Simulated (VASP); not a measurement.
Wanted: the native input for a VASP 6.6.1 run.

* Task: single point
* Functional: PBE
* Potentials or basis: VASP PAW PBE potentials, release 64 (Ga_d, As)
* Cutoff: 500 eV
* k mesh: 4 × 4 × 4
* Occupations: gaussian, width 0.01 eV
* Spin: no spin polarisation
* Dipole correction: no
* Further INCAR settings: ALGO = Normal; EDIFF = 1e-06; NBANDS = 16

The structure of GaAs lies in POSCAR:

```
GaAs
1.0
    0.0000000000      2.7795920100      2.7795920100
    2.7795920100      0.0000000000      2.7795920100
    2.7795920100      2.7795920100      0.0000000000
Ga As
1 1
Direct
    0.0000000000      0.0000000000      0.0000000000
    0.2500000000      0.2500000000      0.2500000000
```

One way to write it, as run:

INCAR

```
PREC = Accurate
ENCUT = 500
EDIFF = 1E-6
ISMEAR = 0
SIGMA = 0.01
LREAL = False
LASPH = True
NELM = 120
ALGO = Normal
ISIF = 2
LWAVE = False
LCHARG = False
GGA = PE
NBANDS = 16
GGA_COMPAT = False
```

KPOINTS

```
Automatic mesh
0
Gamma
  4 4 4
```

Potentials or basis: VASP PAW PBE potentials, release 64 (Ga_d, As).

The run is started by

```bash
$ cat potpaw_PBE.64/Ga_d/POTCAR potpaw_PBE.64/As/POTCAR > POTCAR
$ mpirun -np 1 vasp_std > vasp.out
```

Results of the run:

```json
{
  "Pressure": "8.1 GPa",
  "Band gap on the k mesh": "0.90 eV, direct"
}
```

Caveat: the k points lie up to 0.49 Å⁻¹ apart.

It took 7.3 s on 1 thread of Intel(R) Xeon(R) Platinum 8559C (Emerald Rapids), with other jobs on the host, peak memory 0.16 GiB.
